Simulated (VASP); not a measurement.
Here is a VASP 6.6.1 calculation.

INCAR

```
ALGO = Normal ; EDIFF = 1E-6
ENCUT = 600 ; GGA_COMPAT = F
ISIF = 2 ; ISMEAR = 0
LASPH = T ; LCHARG = F
LREAL = F ; LWAVE = F
NBANDS = 19 ; NELM = 120
PREC = Accurate ; SIGMA = 0.01
```

File KPOINTS:

```
k-points
0
Gamma
  6 6 6
```

POSCAR

```
TiO2
1.0
    0.0000000000      2.3968272579      2.3968272579
    2.3968272579      0.0000000000      2.3968272579
    2.3968272579      2.3968272579      0.0000000000
Ti O
1 2
Direct
    0.0000000000      0.0000000000      0.0000000000
    0.2500000000      0.2500000000      0.2500000000
    0.7500000000      0.7500000000      0.7500000000
```

Potentials or basis: VASP PAW LDA potentials, release 64 (Ti_sv, O).

Run with:

```sh
$ cat potpaw_LDA.64/Ti_sv/POTCAR potpaw_LDA.64/O/POTCAR > POTCAR
$ mpirun -np 1 vasp_std > vasp.out
```

(1) What does it give for the band gap on the k mesh?

(2) Predict the pressure.

## Answers

(1) 1.00 eV, indirect (least direct gap 1.73 eV).

(2) -8.9 GPa.
